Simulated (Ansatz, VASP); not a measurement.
# Two plane-wave programs on CdS

```
Cd S
1.0
     0.00000    2.93921    3.05678
     2.93921    0.00000    3.05678
     2.93921    2.93921    0.00000
Cd S
1 1
Direct
  0.00000 0.00000 0.00000
  0.25000 0.25000 0.25000
```

Change from the starting cell: uniaxial_z strain +4.0%.

Alike in both runs: task single point; functional r2SCAN; k mesh 8 × 8 × 8; occupations fermi-dirac, width 0.02 eV; non-collinear spin, spin-orbit coupling.

```csv
,VASP,Ansatz
version,VASP 6.6.1,Ansatz 0.2.0
potentials or method,"VASP PAW PBE potentials, release 64 (Cd, S)","plane waves, PAW"
plane-wave cutoff (eV),520,500
valence electrons in the cell,18,26
```

```csv
,VASP,Ansatz,Ansatz less VASP
pressure (GPa),-2.0,-2.3,-0.27
"traceless stress, the component that is largest in VASP (GPa)",-0.59,-0.60,-0.007
```

VASP's potentials were made for PBE, not for r2SCAN. With one functional, cell and mesh, what is left measures potentials, basis and numerics. VASP's potentials hold 18 valence electrons a cell and Ansatz's 26, so a difference there can come from the potentials and not from the codes.
